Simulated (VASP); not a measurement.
# Si (a cell with a defect) in VASP: a series of runs

Runs on Si (a cell with a defect). Level: PBEsol. Tasks: single point.

All numbers are computed with VASP 6.6.1; they aren't measurements. Logs are shortened: lines on timing, memory, paths and dates and some standing lists are left out, and cuts for length are marked.

## 1. The cell of the first run

The cell holds a defect, 63 atoms: a = 10.866 Å, b = 10.866 Å, c = 10.866 Å, α = 90.00°, β = 90.00°, γ = 90.00°.

## 2. Single point, PBEsol, collinear spin

Input file INCAR:

```
  PREC = Accurate
  ENCUT = 520
  EDIFF = 1E-7
  ISMEAR = -1
  SIGMA = 0.05
  LREAL = Auto
  LASPH = T
  NELM = 150
  ALGO = Normal
  ISIF = 2
  LWAVE = F
  LCHARG = F
  ISPIN = 2
  MAGMOM = 0 0 0 0 0 0 0 0 0 0 0 0 0 0 0.25 0 0 0 0 0 0 0 0 0 0.25 0 0 0 0 0 0 0 0 0 0 0 0 0 0 0 0 0.25 0 0 0 0 0 0 0 0 0 0 0 0 0 0 0 0 0 0.25 0 0 0
  LORBIT = 11
  GGA = PS
  NBANDS = 167
  NELECT = 253.0
```

Input file KPOINTS:

```
regular mesh
0
Gamma
  1 1 1
```

Input file POSCAR:

```
Si
1.0
   10.8655790000      0.0000000000      0.0000000000
    0.0000000000     10.8655790000      0.0000000000
    0.0000000000      0.0000000000     10.8655790000
Si
63
Direct
    0.9998760000      0.0000210000      0.9999820000
    0.9994940000      0.0001430000      0.4997760000
    0.9995230000      0.5000660000      0.0000090000
    0.9997660000      0.5000130000      0.4999860000
    0.4998140000      0.0002340000      0.9996540000
    0.4998460000      0.9999300000      0.5000010000
    0.4999030000      0.4999480000      0.0000680000
    0.1245250000      0.1247170000      0.1249080000
    0.1253850000      0.1253220000      0.6246840000
    0.1252610000      0.6245180000      0.1256750000
    0.1247570000      0.6245580000      0.6247100000
    0.6244250000      0.1255460000      0.1255660000
    0.6244200000      0.1251530000      0.6246200000
    0.6243830000      0.6245800000      0.1252470000
    0.6197050000      0.6192740000      0.6196090000
    0.2500630000      0.2500580000      0.9999550000
    0.2517460000      0.2519820000      0.4998250000
    0.2499300000      0.7496520000      0.0001650000
    0.2517170000      0.7477860000      0.5002810000
    0.7495400000      0.2502080000      0.0002310000
    0.7474950000      0.2522990000      0.5003800000
    0.7494030000      0.7499070000      0.9999510000
    0.7475650000      0.7478310000      0.4998480000
    0.3751630000      0.3753830000      0.1251470000
    0.3798760000      0.3807120000      0.6189780000
    0.3749610000      0.8747750000      0.1252850000
    0.3750560000      0.8747970000      0.6244890000
    0.8737800000      0.3755670000      0.1257280000
    0.8746430000      0.3754940000      0.6245420000
    0.8749240000      0.8754130000      0.1246730000
    0.8738110000      0.8746790000      0.6245680000
    0.2500720000      0.0000310000      0.2504010000
    0.2500440000      0.0000390000      0.7498730000
    0.2517210000      0.4997060000      0.2521830000
    0.2518530000      0.5003640000      0.7480850000
    0.7495150000      0.0001840000      0.2502680000
    0.7495660000      0.0000960000      0.7500080000
    0.7474450000      0.5005340000      0.2526080000
    0.7478770000      0.4998440000      0.7481830000
    0.3752800000      0.1252850000      0.3754470000
    0.3751680000      0.1258850000      0.8740110000
    0.3799400000      0.6197160000      0.3799810000
    0.3753150000      0.6245690000      0.8748910000
    0.8739030000      0.1259940000      0.3751050000
    0.8751810000      0.1249960000      0.8753010000
    0.8746970000      0.6247830000      0.3754790000
    0.8741210000      0.6250420000      0.8744710000
    0.9993610000      0.2503820000      0.2499440000
    0.9999860000      0.2502320000      0.7496170000
    0.9997780000      0.7499260000      0.2500160000
    0.9993230000      0.7500030000      0.7494990000
    0.4994880000      0.2522290000      0.2521560000
    0.4999010000      0.2524700000      0.7473610000
    0.4997470000      0.7481240000      0.2517070000
    0.4994500000      0.7476650000      0.7475480000
    0.1247670000      0.3751360000      0.3753250000
    0.1253650000      0.3751720000      0.8745210000
    0.1253880000      0.8742990000      0.3751470000
    0.1245090000      0.8750730000      0.8750990000
    0.6186190000      0.3807910000      0.3809180000
    0.6243890000      0.3752430000      0.8747420000
    0.6243220000      0.8745810000      0.3752880000
    0.6243870000      0.8742620000      0.8741390000
```

Potentials or basis: VASP PAW PBE potentials, release 64 (Si).

Command:

```console
$ cat potpaw_PBE.64/Si/POTCAR > POTCAR
$ mpirun -np 1 vasp_gam > vasp.out
```

OUTCAR:

```text
PREC = Accurate
   ENCUT = 520
   EDIFF = 1E-7
   ISMEAR = -1
   LREAL = Auto
   LASPH = T
   NELM = 150
   ISIF = 2
   ISPIN = 2
   LORBIT = 11
   GGA = PS
   NELECT = 253.0

 ion  position               nearest neighbor table
   1  1.000  0.000  1.000-  30 2.35   8 2.35  45 2.35  59 2.35
   2  0.999  0.000  0.500-  31 2.36   9 2.36  44 2.36  58 2.36
   3  1.000  0.500  0.000-  10 2.36  47 2.36  28 2.36  57 2.36
   4  1.000  0.500  0.500-  29 2.35  11 2.35  46 2.35  56 2.35
   5  0.500  0.000  1.000-  12 2.36  41 2.36  26 2.36  63 2.36
   6  0.500  1.000  0.500-  27 2.35  13 2.35  40 2.35  62 2.35
   7  0.500  0.500  0.000-  14 2.35  24 2.35  43 2.35  61 2.35
   8  0.125  0.125  0.125-   1 2.35  32 2.36  16 2.36  48 2.36
   9  0.125  0.125  0.625-  33 2.35  49 2.35   2 2.36  17 2.37
  10  0.125  0.625  0.126-  50 2.35  18 2.35   3 2.36  34 2.37
  11  0.125  0.625  0.625-   4 2.35  19 2.35  35 2.35  51 2.36
  12  0.624  0.126  0.126-  20 2.35  36 2.35   5 2.36  52 2.37
  13  0.624  0.125  0.625-   6 2.35  21 2.35  53 2.35  37 2.36
  14  0.624  0.625  0.125-   7 2.35  38 2.35  54 2.35  22 2.36
  15  0.620  0.619  0.620-  23 2.36  39 2.36  55 2.36
  16  0.250  0.250  1.000-  41 2.35  57 2.35  24 2.36   8 2.36
  17  0.252  0.252  0.500-  40 2.35  56 2.35  25 2.36   9 2.37
[... 40 lines left out ...]
  58  0.125  0.874  0.375-  50 2.35  32 2.35   2 2.36  19 2.37
  59  0.125  0.875  0.875-   1 2.35  33 2.36  51 2.36  18 2.36
  60  0.619  0.381  0.381-  52 2.36  21 2.37  38 2.37
  61  0.624  0.375  0.875-   7 2.35  39 2.35  53 2.35  20 2.36
  62  0.624  0.875  0.375-   6 2.35  23 2.35  54 2.35  36 2.36
  63  0.624  0.874  0.874-  37 2.35  22 2.35   5 2.36  55 2.37

  LATTYP: Found a simple cubic cell.
 ALAT       =    10.8655790000

  Lattice vectors:

 A1 = (  10.8655790000,   0.0000000000,   0.0000000000)
 A2 = (   0.0000000000,  10.8655790000,   0.0000000000)
 A3 = (   0.0000000000,   0.0000000000,  10.8655790000)

Analysis of symmetry for initial positions (statically):
=====================================================================
 Subroutine PRICEL returns:
 Original cell was already a primitive cell.

 Routine SETGRP: Setting up the symmetry group for a
 simple cubic supercell.

 Subroutine GETGRP returns: Found  1 space group operations
 (whereof  1 operations were pure point group operations)
 out of a pool of 48 trial point group operations.

The static configuration has the point symmetry C_1 .

Analysis of symmetry for dynamics (positions and initial velocities):
=====================================================================
 Subroutine PRICEL returns:
 Original cell was already a primitive cell.

 Routine SETGRP: Setting up the symmetry group for a
 simple cubic supercell.

 Subroutine GETGRP returns: Found  1 space group operations
 (whereof  1 operations were pure point group operations)
 out of a pool of 48 trial point group operations.

The dynamic configuration has the point symmetry C_1 .

Analysis of structural, dynamic, and magnetic symmetry:
=====================================================================
 Subroutine PRICEL returns:
 Original cell was already a primitive cell.

 Routine SETGRP: Setting up the symmetry group for a
 simple cubic supercell.

 Subroutine GETGRP returns: Found  1 space group operations
 (whereof  1 operations were pure point group operations)
 out of a pool of 48 trial point group operations.

The overall configuration has the point symmetry C_1 .

 Subroutine INISYM returns: Found  1 space group operations
 (whereof  1 operations are pure point group operations),
 and found     1 'primitive' translations

----------------------------------------------------------------------------------------

                                     Primitive cell

  volume of cell :    1282.7990

  direct lattice vectors                    reciprocal lattice vectors
    10.865579000  0.000000000  0.000000000     0.092033752  0.000000000  0.000000000
[... 43 lines left out ...]
  ---------------------------------------------------
  free energy    TOTEN  =      -346.02419010 eV

  energy without entropy =     -345.75594843  energy(sigma->0) =     -345.89006926

 E-fermi :   6.1467     XC(G=0):  -9.4974

 val. band max:        6.1173337861   @ k =   0.0000   0.0000   0.0000
 cond. band min:       6.2345202903   @ k =   0.0000   0.0000   0.0000
 fundamental gap:      0.1171865042
 Fermi energy:         6.1466653247

 spin component 1

 k-point     1 :       0.0000    0.0000    0.0000
  band No.  band energies     occupation
      1      -6.3047      1.00000
      2      -5.2596      1.00000
      3      -5.2587      1.00000
      4      -5.2363      1.00000
      5      -5.2348      1.00000
      6      -5.2344      1.00000
[... 130 lines left out ...]
    137       6.7434      0.00001
    138       6.7808      0.00000
 Fermi energy:         6.1466653247

 spin component 2

 k-point     1 :       0.0000    0.0000    0.0000
  band No.  band energies     occupation
      1      -6.2845      1.00000
      2      -5.2394      1.00000
      3      -5.2385      1.00000
      4      -5.2168      1.00000
      5      -5.2157      1.00000
      6      -5.2154      1.00000
[... 130 lines left out ...]
    137       6.7729      0.00000
    138       6.8215      0.00000
 [bands above 138 left out]

------------------------ aborting loop because EDIFF is reached ----------------------------------------

  FORCE on cell =-STRESS in cart. coord.  units (eV):
  Direction    XX          YY          ZZ          XY          YZ          ZX
  --------------------------------------------------------------------------------------
  -------------------------------------------------------------------------------------
  Total        9.3068170      9.2544637      9.2616999      0.2491076     -0.0509268      0.2788496
  in kB       11.6239340     11.5585463     11.5675842      0.3111279     -0.0636060      0.3482747
  external PRESSURE =      11.5833548 kB  Pullay stress =       0.0000000 kB

 VOLUME and BASIS-vectors are now :
 -----------------------------------------------------------------------------
  energy-cutoff  :      520.00
  volume of cell :     1282.80
      direct lattice vectors                 reciprocal lattice vectors
    10.865579000  0.000000000  0.000000000     0.092033752  0.000000000  0.000000000
     0.000000000 10.865579000  0.000000000     0.000000000  0.092033752  0.000000000
     0.000000000  0.000000000 10.865579000     0.000000000  0.000000000  0.092033752

 POSITION                                       TOTAL-FORCE (eV/Angst)
 -----------------------------------------------------------------------------------
     10.86423      0.00023     10.86538        -0.001671      0.000612     -0.007123
     10.86008      0.00155      5.43036         0.008963     -0.004390     -0.007548
     10.86040      5.43351      0.00010         0.005658     -0.000703     -0.003431
     10.86304      5.43293      5.43264         0.002522     -0.005328     -0.007713
      5.43077      0.00254     10.86182        -0.005311     -0.004318     -0.007636
      5.43112     10.86482      5.43280        -0.003358     -0.003506     -0.005863
[... 55 lines left out ...]
      6.78362      9.50283      4.07772        -0.010157      0.032528      0.006008
      6.78433      9.49936      9.49803         0.056684      0.002486      0.004253
 -----------------------------------------------------------------------------------
    total drift:                               -0.063861      0.004271      0.000521

  FREE ENERGIE OF THE ION-ELECTRON SYSTEM (eV)
  ---------------------------------------------------
  free  energy   TOTEN  =      -346.0241900951 eV

  energy  without entropy=     -345.7559484285  energy(sigma->0) =     -345.89006926

 total charge

# of ion       s       p       d       tot
------------------------------------------
    1        0.740   0.956   0.000   1.696
    2        0.748   0.937   0.000   1.685
    3        0.748   0.938   0.000   1.686
    4        0.738   0.960   0.000   1.698
    5        0.748   0.938   0.000   1.686
    6        0.738   0.959   0.000   1.698
[... 55 lines left out ...]
   62        0.742   0.956   0.000   1.699
   63        0.746   0.941   0.000   1.687
--------------------------------------------------
tot         47.005  59.390   0.000 106.395

 magnetization (x)

# of ion       s       p       d       tot
------------------------------------------
    1       -0.000  -0.001   0.000  -0.001
    2       -0.000   0.007   0.000   0.007
    3       -0.000   0.007   0.000   0.007
    4       -0.000  -0.002   0.000  -0.002
    5       -0.000   0.007   0.000   0.007
    6       -0.000  -0.002   0.000  -0.002
[... 55 lines left out ...]
   62        0.001   0.001   0.000   0.002
   63        0.001   0.007   0.000   0.008
--------------------------------------------------
tot          0.136   0.464   0.000   0.600
```

Wall time 20 min (1 thread of Intel Xeon Platinum 8375C at 2.90GHz (Ice Lake), shared host); peak memory 1.5 GiB.

What came out:

```
Free energy                                           : -346.0242 eV
Largest force                                         : 0.074 eV/Å
Net moment                                            : 1.72 μB per cell
Site moments                                          : Si -0.00, +0.01, +0.00, +0.09, +0.08 (each value once) μB
Valence electrons inside the program's atomic spheres : Si 1.70, 1.69, 1.64, 1.63 (each value once)
```

Forces in eV/Å, atoms in the order of the input:
```
Si  -0.002  0.001 -0.007
Si   0.009 -0.004 -0.008
Si   0.006 -0.001 -0.003
Si   0.003 -0.005 -0.008
Si  -0.005 -0.004 -0.008
Si  -0.003 -0.004 -0.006
Si  -0.003 -0.008 -0.004
Si   0.000  0.000 -0.010
Si  -0.013 -0.004  0.068
Si   0.000  0.074 -0.007
Si  -0.009  0.002  0.000
Si   0.065  0.005  0.006
Si  -0.008 -0.021 -0.002
Si  -0.009  0.005 -0.020
Si   0.004  0.011  0.017
Si   0.003  0.013 -0.015
Si   0.024  0.027 -0.053
Si   0.005 -0.007  0.011
Si   0.035 -0.034  0.037
Si  -0.013  0.007  0.008
Si  -0.041  0.041  0.030
Si  -0.008 -0.010 -0.011
Si  -0.026 -0.032 -0.046
Si  -0.002  0.008 -0.018
Si  -0.003  0.001  0.032
Si  -0.072  0.001 -0.005
Si   0.011  0.019 -0.001
Si  -0.003 -0.056 -0.003
Si   0.016  0.005  0.010
Si   0.004  0.003 -0.003
Si   0.007  0.004  0.060
Si   0.008 -0.017  0.004
Si   0.007  0.011 -0.015
Si   0.033 -0.058  0.024
Si   0.032  0.030 -0.041
Si  -0.017  0.004  0.009
Si  -0.009 -0.011 -0.007
Si  -0.039  0.023  0.033
Si  -0.031 -0.052 -0.038
Si   0.003 -0.028  0.010
Si  -0.064  0.000  0.008
Si  -0.002  0.025 -0.002
Si   0.000  0.003  0.023
Si   0.008 -0.009 -0.052
Si   0.003 -0.013  0.004
Si   0.024  0.003  0.003
Si   0.007  0.059  0.002
Si  -0.003  0.003  0.005
Si   0.013  0.012 -0.012
Si   0.011 -0.017  0.006
Si  -0.001 -0.006 -0.003
Si  -0.036  0.032  0.024
Si   0.039  0.035 -0.035
Si   0.044 -0.041  0.038
Si  -0.033 -0.028 -0.029
Si  -0.014  0.015  0.009
Si  -0.005 -0.061  0.005
Si  -0.014  0.012 -0.050
Si  -0.004  0.002  0.013
Si   0.027 -0.011 -0.008
Si  -0.004  0.012  0.023
Si  -0.010  0.033  0.006
Si   0.057  0.002  0.004
```

Caveat: the k points lie up to 0.58 Å⁻¹ apart; the cell carries a net charge on a neutralising background, which shifts energy and pressure; the cell is charged against a uniform background, so pressure and absolute levels hang on convention; the PAW data sets were made with another functional, which shifts forces and pressure a little.

(Continued in part 2 of 2.)
